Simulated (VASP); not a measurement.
# PtS2 (R-3m) in VASP: settings compared

The runs below take PtS2 through single point, with PBE, r2SCAN.

Everything below comes from runs of VASP 6.6.1. Logs are shortened: lines on timing, memory, paths and dates and some standing lists are left out, and cuts for length are marked.

**1. The cell of the first run**

The structure is trigonal, space group R-3m (No. 166). Conventional cell: a = 3.581 Å, b = 3.581 Å, c = 16.347 Å, α = 90.00°, β = 90.00°, γ = 120.00°. Pt (site symmetry -3m) has 6 S at 2.40 Å within 3.2 Å. Within 3.2 Å of S (site symmetry 3m) lie 3 Pt at 2.40 Å and 3 S at 3.19 Å.

**2. Single point, PBE (epitaxial xy strain +1.5%)**

File INCAR:

```
PREC = Accurate ; ENCUT = 520
EDIFF = 1E-6 ; ISMEAR = -1
SIGMA = 0.02 ; LREAL = F
LASPH = T ; NELM = 100
ALGO = Normal ; ISIF = 2
LWAVE = F ; LCHARG = F
GGA = PE ; NBANDS = 18
```

File KPOINTS:

```
Automatic mesh
0
Gamma
  8 8 8
```

File POSCAR:

```
PtS2
1.0
    1.7903802135      1.0336764982      5.4489516031
   -1.7903802135      1.0336764982      5.4489516031
    0.0000000000     -2.0673529964      5.4489516031
Pt S
1 2
Direct
    0.0000000000      0.0000000000      0.0000000000
    0.2590037255      0.2590037255      0.2590037255
    0.7409962745      0.7409962745      0.7409962745
```

Potentials or basis: VASP PAW PBE potentials, release 64 (Pt, S).

Command:

```bash
$ cat potpaw_PBE.64/Pt/POTCAR potpaw_PBE.64/S/POTCAR > POTCAR
$ mpirun -np 1 vasp_std > vasp.out
```

OUTCAR:

```text
PREC = Accurate
   ENCUT = 520
   EDIFF = 1E-6
   ISMEAR = -1
   LREAL = F
   LASPH = T
   NELM = 100
   ISIF = 2
   GGA = PE

 ion  position               nearest neighbor table
   1  0.000  0.000  0.000-   3 2.40   2 2.40   3 2.40   3 2.40   2 2.40   2 2.40
   2  0.259  0.259  0.259-   1 2.40   1 2.40   1 2.40
   3  0.741  0.741  0.741-   1 2.40   1 2.40   1 2.40

  LATTYP: Found a trigonal (rhomboedric) cell.
 ALAT       =     5.8279517830
 COS(alpha) =     0.8112492723

  Lattice vectors:

 A1 = (   1.7903802135,   1.0336764982,   5.4489516031)
 A2 = (  -1.7903802135,   1.0336764982,   5.4489516031)
 A3 = (   0.0000000000,  -2.0673529964,   5.4489516031)

Analysis of symmetry for initial positions (statically):
=====================================================================
 Subroutine PRICEL returns:
 Original cell was already a primitive cell.

 Routine SETGRP: Setting up the symmetry group for a
 trigonal (rhombohedral) supercell.

 Subroutine GETGRP returns: Found 12 space group operations
 (whereof 12 operations were pure point group operations)
 out of a pool of 12 trial point group operations.

The static configuration has the point symmetry D_3d.

Analysis of symmetry for dynamics (positions and initial velocities):
=====================================================================
 Subroutine PRICEL returns:
 Original cell was already a primitive cell.

 Routine SETGRP: Setting up the symmetry group for a
 trigonal (rhombohedral) supercell.

 Subroutine GETGRP returns: Found 12 space group operations
 (whereof 12 operations were pure point group operations)
 out of a pool of 12 trial point group operations.

The dynamic configuration has the point symmetry D_3d.

 Subroutine INISYM returns: Found 12 space group operations
 (whereof 12 operations are pure point group operations),
 and found     1 'primitive' translations

----------------------------------------------------------------------------------------

                                     Primitive cell

  volume of cell :      60.5054

  direct lattice vectors                    reciprocal lattice vectors
     1.790380213  1.033676498  5.448951603     0.279270289  0.161236777  0.061173847
    -1.790380213  1.033676498  5.448951603    -0.279270289  0.161236777  0.061173847
     0.000000000 -2.067352996  5.448951603     0.000000000 -0.322473553  0.061173847

  length of vectors
[... 83 lines left out ...]
   NELM   =    100;   NELMIN=  2; NELMDL= -5     # of ELM steps
   EDIFF  = 0.1E-05   stopping-criterion for ELM
   LREAL  =      F    real-space projection
   EDIFFG = 0.1E-04   stopping-criterion for IOM
   NSW    =      0    number of steps for IOM
   IBRION =     -1    ionic relax: 0-MD 1-quasi-New 2-CG
   NFREE  =      0    steps in history (QN), initial steepest desc. (CG)
   ISIF   =      2    stress and relaxation
   ISYM   =      2    0-nonsym 1-usesym 2-fastsym
   POTIM  = 0.5000    time-step for ionic-motion
   TEBEG  =    0.0;   TEEND  =   0.0 temperature during run
   PSTRESS=    0.0 pullay stress
   NELECT =      22.0000    total number of electrons
   NUPDOWN=      -1.0000    fix difference up-down
   EMIN   =  10.00;   EMAX   =-10.00  energy-range for DOS
   EFERMI =   0.00;   METHOD = LEGACY
   ISMEAR =    -1;   SIGMA  =   0.02  broadening in eV -4-tet -1-fermi 0-gaus
   EFERMI_NEDOS =   21; number of points for ismear=-14 and -15
   IALGO  =     38    algorithm
   IMIX   =      4    mixing-type and parameters
     AMIX     =   0.40;   BMIX     =  1.00
     AMIX_MAG =   1.60;   BMIX_MAG =  1.00
  volume/ion in A,a.u.               =      20.17       136.10
  Fermi-wavevector in a.u.,A,eV,Ry     =   1.168470  2.208089 18.576346  1.365323
  Thomas-Fermi vector in A             =   2.304957
   LORBIT       =      0    0 simple, 1 ext, 2 COOP (PROOUT), +10 PAW based schemes
   GGA     = PE    functional components
   LHFCALC =     F    Hartree Fock is set to
   AEXX    =    0.0000 exact exchange contribution
   IVDW    =     0    specifies the selected vdW correction
   LEPSILON=     F    determine dielectric tensor
   LRPA    =     F    only Hartree local field effects (RPA)
 non-spin polarized calculation
  energy-cutoff  :      520.00
  volume of cell :       60.51
 maximum number of plane-waves:      1656
 NGX is ok and might be reduce to    48
   NGX = 21   NGY = 21   NGZ = 21

 number of electron      22.0000001 magnetization

 Free energy of the ion-electron system (eV)
  ---------------------------------------------------
  ext. energy  EPLUGINS =         0.00000000
  ---------------------------------------------------
  free energy    TOTEN  =       -15.42104051 eV

  energy without entropy =      -15.42104051  energy(sigma->0) =      -15.42104051

 E-fermi :   5.6779     XC(G=0): -10.0204

 val. band max:        5.2069599651   @ k =   0.1250   0.0000  -0.0000
 cond. band min:       6.2057318752   @ k =   0.5000   0.2500   0.2500
 fundamental gap:      0.9987719101
 Fermi energy:         5.6779289353

 k-point     1 :       0.0000    0.0000    0.0000
  band No.  band energies     occupation
      1      -9.3852      2.00000
      2      -6.8356      2.00000
      3      -0.9090      2.00000
      4      -0.8589      2.00000
      5      -0.8589      2.00000
      6       1.8702      2.00000
[... 481 lines left out ...]
      5       0.2153      2.00000
      6       0.6704      2.00000
[... 10 lines left out ...]
     17      14.6481      0.00000
     18      15.2057      0.00000

 [... further k-points ...]

------------------------ aborting loop because EDIFF is reached ----------------------------------------

  FORCE on cell =-STRESS in cart. coord.  units (eV):
  Direction    XX          YY          ZZ          XY          YZ          ZX
  --------------------------------------------------------------------------------------
  -------------------------------------------------------------------------------------
  Total        0.1483913      0.1483913      0.7729443      0.0000000     -0.0000000      0.0000000
  in kB        3.9293877      3.9293877     20.4674931      0.0000000     -0.0000000      0.0000000
  external PRESSURE =       9.4420895 kB  Pullay stress =       0.0000000 kB

 VOLUME and BASIS-vectors are now :
 -----------------------------------------------------------------------------
  energy-cutoff  :      520.00
  volume of cell :       60.51
      direct lattice vectors                 reciprocal lattice vectors
     1.790380213  1.033676498  5.448951603     0.279270289  0.161236777  0.061173847
    -1.790380213  1.033676498  5.448951603    -0.279270289  0.161236777  0.061173847
     0.000000000 -2.067352996  5.448951603     0.000000000 -0.322473553  0.061173847

 POSITION                                       TOTAL-FORCE (eV/Angst)
 -----------------------------------------------------------------------------------
      0.00000      0.00000      0.00000        -0.000000     -0.000000      0.000000
      0.00000      0.00000      4.23390         0.000000     -0.000000      0.007376
      0.00000      0.00000     12.11296         0.000000      0.000000     -0.007376
 -----------------------------------------------------------------------------------
    total drift:                               -0.000000     -0.000000     -0.000000

  FREE ENERGIE OF THE ION-ELECTRON SYSTEM (eV)
  ---------------------------------------------------
  free  energy   TOTEN  =       -15.4210405082 eV

  energy  without entropy=      -15.4210405082  energy(sigma->0) =      -15.42104051
```

OSZICAR:

```text
N       E                     dE             d eps       ncg     rms          rms(c)
DAV:   1     0.113716085681E+03    0.11372E+03   -0.10331E+04  2340   0.108E+03
DAV:   2    -0.107818076887E+02   -0.12450E+03   -0.11992E+03  2842   0.217E+02
DAV:   3    -0.167279510159E+02   -0.59461E+01   -0.59002E+01  3062   0.480E+01
DAV:   4    -0.167939377407E+02   -0.65987E-01   -0.65952E-01  3056   0.556E+00
DAV:   5    -0.167951527256E+02   -0.12150E-02   -0.12149E-02  3076   0.737E-01    0.173E+01
DAV:   6    -0.157015153305E+02    0.10936E+01   -0.61601E+00  2456   0.243E+01    0.114E+01
DAV:   7    -0.154399056582E+02    0.26161E+00   -0.12543E+00  2422   0.111E+01    0.563E+00
DAV:   8    -0.154243501443E+02    0.15556E-01   -0.71091E-02  2656   0.179E+00    0.115E+00
DAV:   9    -0.154207163503E+02    0.36338E-02   -0.96416E-03  2808   0.101E+00    0.233E-01
DAV:  10    -0.154209597996E+02   -0.24345E-03   -0.16566E-03  2766   0.251E-01    0.859E-02
DAV:  11    -0.154210328083E+02   -0.73009E-04   -0.84142E-05  2888   0.754E-02    0.453E-02
DAV:  12    -0.154210377824E+02   -0.49741E-05   -0.14536E-05  2848   0.338E-02    0.109E-02
DAV:  13    -0.154210400472E+02   -0.22648E-05   -0.24397E-06  2912   0.103E-02    0.392E-03
DAV:  14    -0.154210405082E+02   -0.46099E-06   -0.44497E-07  2294   0.484E-03
   1 F= -.15421041E+02 E0= -.15421041E+02  d E =-.128361E-11
```

stdout:

```text
POSCAR found type information on POSCAR PtS
 POSCAR found :  2 types and       3 ions
 scaLAPACK will be used
 LDA part: xc-table for (Slater+PW92), standard interpolation
 POSCAR, INCAR and KPOINTS ok, starting setup
 FFT: planning ... GRIDC
 FFT: planning ... GRID_SOFT
 FFT: planning ... GRID
 WAVECAR not read
 entering main loop
```

Wall time 64 s (1 thread of Intel Xeon 6975P-C (Granite Rapids), shared host); peak memory 0.34 GiB.

What came out:

```
Free energy            : -15.4210 eV
Pressure               : 0.9 GPa
Largest force          : 0.007 eV/Å
Band gap on the k mesh : 1.00 eV, indirect (least direct gap 1.19 eV)
```

Forces on the atoms (eV/Å):
```
Pt   0.000  0.000  0.000
S    0.000  0.000  0.007
S    0.000  0.000 -0.007
```

Levels at points of the mesh, in eV from the valence-band top:
```
           k point  band 8  band 9  band 10  band 11  band 12  band 13  band 14  band 15
(0.00, 0.00, 0.00)   -1.43   -0.73    -0.73    -0.07     2.64     2.64     5.30     5.46
(0.50, 0.00, 0.00)   -2.57   -2.46    -2.17    -2.11     1.98     2.28     5.92     6.50
(0.50, 0.50, 0.00)   -2.67   -2.66    -2.22    -1.51     2.68     2.71     4.42     6.03
(0.50, 0.50, 0.50)   -1.96   -0.97    -0.88    -0.88     2.78     2.78     5.76     7.05
```

Caveat: the cell differs from its parent crystal (epitaxial xy strain +1.5%); spin-orbit coupling is left out, which moves the levels of the heavy elements. A k mesh can miss the band edges.

(Continued in part 2 of 2.)
